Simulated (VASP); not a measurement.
# NiO2 (R-3m) in VASP: single point with PBEsol+U

Aim: the single point of NiO2 with PBEsol+U.

Program: VASP 6.6.1. These are calculated values, not measurements. Logs are shortened: lines on timing, memory, paths and dates and some standing lists are left out, and cuts for length are marked.

### 1 The cell of the first run

It takes space group R-3m (No. 166, trigonal). Conventional cell: a = 2.938 Å, b = 2.938 Å, c = 21.921 Å, α = 90.00°, β = 90.00°, γ = 120.00°. Ni (site symmetry -3m) has 6 O at 1.97 Å within 2.6 Å. Within 2.7 Å of O (site symmetry 3m) lie 3 Ni at 1.97 Å and 3 O at 2.62 Å.

### 2 Single point, PBEsol+U, collinear spin, ferromagnetic start

Input file POSCAR:

```
NiO2
1.0
    1.4689957981      0.8481251195      7.3068957565
   -1.4689957981      0.8481251195      7.3068957565
    0.0000000000     -1.6962502389      7.3068957565
Ni O
1 2
Direct
    0.0000000000      0.0000000000      0.0000000000
    0.3787890000      0.3787890000      0.3787890000
    0.6212110000      0.6212110000      0.6212110000
```

Input file INCAR.step1:

```
PREC = Accurate
ENCUT = 520
EDIFF = 1E-7
ISMEAR = 1
SIGMA = 0.1
LREAL = F
LASPH = T
NELM = 150
ALGO = Normal
ISIF = 2
LWAVE = F
LCHARG = T
ISPIN = 2
MAGMOM = 0.52 0 0
LMAXMIX = 4
LDAU = T
LDAUTYPE = 2
LDAUL = 2 -1
LDAUU = 6 0
LDAUJ = 0 0
LDAUPRINT = 1
GGA = PS
NBANDS = 22
```

Input file KPOINTS.step1:

```
regular mesh
0
Gamma
  11 11 11
```

Input file INCAR.step2:

```
PREC = Accurate
ENCUT = 520
EDIFF = 1E-7
ISMEAR = -5
SIGMA = 0.1
LREAL = F
LASPH = T
NELM = 150
ALGO = Normal
ISIF = 2
LWAVE = F
LCHARG = F
ISPIN = 2
MAGMOM = 0.52 0 0
LORBIT = 11
LMAXMIX = 4
LDAU = T
LDAUTYPE = 2
LDAUL = 2 -1
LDAUU = 6 0
LDAUJ = 0 0
LDAUPRINT = 1
GGA = PS
NBANDS = 22
NEDOS = 1001
ICHARG = 11
```

Input file KPOINTS.step2:

```
regular mesh
0
Gamma
  17 17 17
```

Potentials or basis: VASP PAW PBE potentials, release 64 (Ni, O).

The run is started by

```console
$ cat potpaw_PBE.64/Ni/POTCAR potpaw_PBE.64/O/POTCAR > POTCAR
$ cp INCAR.step1 INCAR
$ cp KPOINTS.step1 KPOINTS
$ mpirun -np 1 vasp_std > vasp.out
$ cp INCAR.step2 INCAR
$ cp KPOINTS.step2 KPOINTS
$ mpirun -np 1 vasp_std > vasp.out
```

OUTCAR:

```text
PREC = Accurate
   ENCUT = 520
   EDIFF = 1E-7
   ISMEAR = -5
   LREAL = F
   LASPH = T
   NELM = 150
   ISIF = 2
   ISPIN = 2
   LORBIT = 11
   GGA = PS
   ICHARG = 11

 ion  position               nearest neighbor table
   1  0.000  0.000  0.000-   3 1.97   2 1.97   3 1.97   3 1.97   2 1.97   2 1.97
   2  0.379  0.379  0.379-   1 1.97   1 1.97   1 1.97
   3  0.621  0.621  0.621-   1 1.97   1 1.97   1 1.97

  LATTYP: Found a trigonal (rhomboedric) cell.
 ALAT       =     7.5011992688
 COS(alpha) =     0.9232974685

  Lattice vectors:

 A1 = (   1.4689957981,   0.8481251195,   7.3068957565)
 A2 = (  -1.4689957981,   0.8481251195,   7.3068957565)
 A3 = (   0.0000000000,  -1.6962502389,   7.3068957565)

Analysis of symmetry for initial positions (statically):
=====================================================================
 Subroutine PRICEL returns:
 Original cell was already a primitive cell.

 Routine SETGRP: Setting up the symmetry group for a
 trigonal (rhombohedral) supercell.

 Subroutine GETGRP returns: Found 12 space group operations
 (whereof 12 operations were pure point group operations)
 out of a pool of 12 trial point group operations.

The static configuration has the point symmetry D_3d.

Analysis of symmetry for dynamics (positions and initial velocities):
=====================================================================
 Subroutine PRICEL returns:
 Original cell was already a primitive cell.

 Routine SETGRP: Setting up the symmetry group for a
 trigonal (rhombohedral) supercell.

 Subroutine GETGRP returns: Found 12 space group operations
 (whereof 12 operations were pure point group operations)
 out of a pool of 12 trial point group operations.

The dynamic configuration has the point symmetry D_3d.

Analysis of structural, dynamic, and magnetic symmetry:
=====================================================================
 Subroutine PRICEL returns:
 Original cell was already a primitive cell.
[... 177 lines left out ...]
  o =  0.5895  v = -0.6242  0.0000 -0.0000  0.7813 -0.0000  0.0000  0.0000  0.0000  0.0000  0.0000      0.0000  0.0000  0.0000  0.0000  0.0000  0.0000  0.0000  0.0000  0.0000  0.0000
  o =  0.5895  v =  0.0000 -0.7813  0.0000 -0.0000  0.6242  0.0000  0.0000  0.0000  0.0000  0.0000      0.0000  0.0000  0.0000  0.0000  0.0000  0.0000  0.0000  0.0000  0.0000  0.0000
  o =  0.9827  v =  0.0000 -0.0000 -1.0000 -0.0000 -0.0000  0.0000  0.0000  0.0000  0.0000  0.0000      0.0000  0.0000  0.0000  0.0000  0.0000  0.0000  0.0000  0.0000  0.0000  0.0000
  o =  0.9827  v =  0.0000  0.0000  0.0000  0.0000  0.0000  0.0000 -0.0000 -1.0000 -0.0000 -0.0000      0.0000  0.0000  0.0000  0.0000  0.0000  0.0000  0.0000  0.0000  0.0000  0.0000
  o =  0.9858  v =  0.0000  0.0000  0.0000  0.0000  0.0000  0.0000  0.6242 -0.0000  0.0000  0.7813      0.0000  0.0000  0.0000  0.0000  0.0000  0.0000  0.0000  0.0000  0.0000  0.0000
  o =  0.9858  v =  0.0000  0.0000  0.0000  0.0000  0.0000 -0.7813  0.0000  0.0000 -0.6242  0.0000      0.0000  0.0000  0.0000  0.0000  0.0000  0.0000  0.0000  0.0000  0.0000  0.0000
  o =  0.9858  v =  0.0000  0.6242 -0.0000  0.0000  0.7813  0.0000  0.0000  0.0000  0.0000  0.0000      0.0000  0.0000  0.0000  0.0000  0.0000  0.0000  0.0000  0.0000  0.0000  0.0000
  o =  0.9858  v = -0.7813  0.0000  0.0000 -0.6242  0.0000  0.0000  0.0000  0.0000  0.0000  0.0000      0.0000  0.0000  0.0000  0.0000  0.0000  0.0000  0.0000  0.0000  0.0000  0.0000

 number of electron      22.0000001 magnetization       0.0000091

 Free energy of the ion-electron system (eV)
  ---------------------------------------------------
  ext. energy  EPLUGINS =         0.00000000
  ---------------------------------------------------
  free energy    TOTEN  =       -14.91626900 eV

  energy without entropy =      -14.91626900  energy(sigma->0) =      -14.91626900

 E-fermi :  -2.6771     XC(G=0):  -7.4287

 val. band max:       -2.6782617855   @ k =  -0.1176   0.1176   0.0588
 cond. band min:      -1.2760099108   @ k =   0.4118   0.4118   0.1176
 fundamental gap:      1.4022518746
 Fermi energy:        -2.6770875574

 spin component 1

 k-point     1 :       0.0000    0.0000    0.0000
  band No.  band energies     occupation
      1     -20.3884      1.00000
      2     -18.6693      1.00000
      3      -7.7004      1.00000
      4      -7.1640      1.00000
      5      -7.1640      1.00000
      6      -5.6225      1.00000
[... 1193 lines left out ...]
     21      17.1556      0.00000
     22      19.2922      0.00000

 [... further k-points ...]

------------------------ aborting loop because EDIFF is reached ----------------------------------------

  FORCE on cell =-STRESS in cart. coord.  units (eV):
  Direction    XX          YY          ZZ          XY          YZ          ZX
  --------------------------------------------------------------------------------------
  -------------------------------------------------------------------------------------
  Total       -7.1559252     -7.1559252     -4.2323485      0.0000000     -0.0000000      0.0000000
  in kB     -209.8996581   -209.8996581   -124.1444661      0.0000000     -0.0000000      0.0000000
  external PRESSURE =    -181.3145941 kB  Pullay stress =       0.0000000 kB

 VOLUME and BASIS-vectors are now :
 -----------------------------------------------------------------------------
  energy-cutoff  :      520.00
  volume of cell :       54.62
      direct lattice vectors                 reciprocal lattice vectors
     1.468995798  0.848125120  7.306895757     0.340368571  0.196511886  0.045619008
    -1.468995798  0.848125120  7.306895757    -0.340368571  0.196511886  0.045619008
     0.000000000 -1.696250239  7.306895757     0.000000000 -0.393023772  0.045619008

 POSITION                                       TOTAL-FORCE (eV/Angst)
 -----------------------------------------------------------------------------------
      0.00000      0.00000      0.00000         0.000000      0.000000     -0.000000
      0.00000      0.00000      8.30332         0.000000     -0.000000     -2.095161
      0.00000      0.00000     13.61737         0.000000      0.000000      2.095161
 -----------------------------------------------------------------------------------
    total drift:                               -0.000000     -0.000000     -0.000000

  FREE ENERGIE OF THE ION-ELECTRON SYSTEM (eV)
  ---------------------------------------------------
  free  energy   TOTEN  =       -14.9162690039 eV

  energy  without entropy=      -14.9162690039  energy(sigma->0) =      -14.91626900

 total charge

# of ion       s       p       d       tot
------------------------------------------
    1        0.424   0.604   8.237   9.265
    2        1.588   3.221   0.000   4.810
    3        1.588   3.221   0.000   4.810
--------------------------------------------------
tot          3.601   7.047   8.237  18.885

 magnetization (x)

# of ion       s       p       d       tot
------------------------------------------
    1        0.000   0.000   0.000   0.000
    2        0.000  -0.000   0.000  -0.000
    3        0.000  -0.000   0.000  -0.000
--------------------------------------------------
tot          0.000  -0.000   0.000   0.000
```

OUTCAR.step1:

```text
PREC = Accurate
   ENCUT = 520
   EDIFF = 1E-7
   ISMEAR = 1
   LREAL = F
[... 1486 lines left out ...]
      0.00000      0.00000      0.00000         0.000000     -0.000000      0.000000
      0.00000      0.00000      8.30332         0.000000     -0.000000     -2.096504
      0.00000      0.00000     13.61737         0.000000      0.000000      2.096504
 -----------------------------------------------------------------------------------
    total drift:                                0.000000     -0.000000      0.000000

  FREE ENERGIE OF THE ION-ELECTRON SYSTEM (eV)
  ---------------------------------------------------
  free  energy   TOTEN  =       -14.9153717780 eV

  energy  without entropy=      -14.9169854679  energy(sigma->0) =      -14.91590967
```

Run time: 62 min. Hardware: 1 thread of Intel Xeon 6975P-C (Granite Rapids), shared host; peak memory 1.2 GiB.

Results:

* Net moment: 0.00 μB per cell
* Valence electrons inside the program's atomic spheres: Ni 9.27; O 4.81

Eigenvalues of the final occupation matrices:
```
    site  spin  trace               eigenvalues
site 1 d     1   4.13  0.59 0.59 0.98 0.99 0.99
site 1 d     2   4.13  0.59 0.59 0.98 0.99 0.99
```

Caveat: the moments typed at the start vanished in this run; the PAW data sets were made with another functional, which shifts forces and pressure a little.
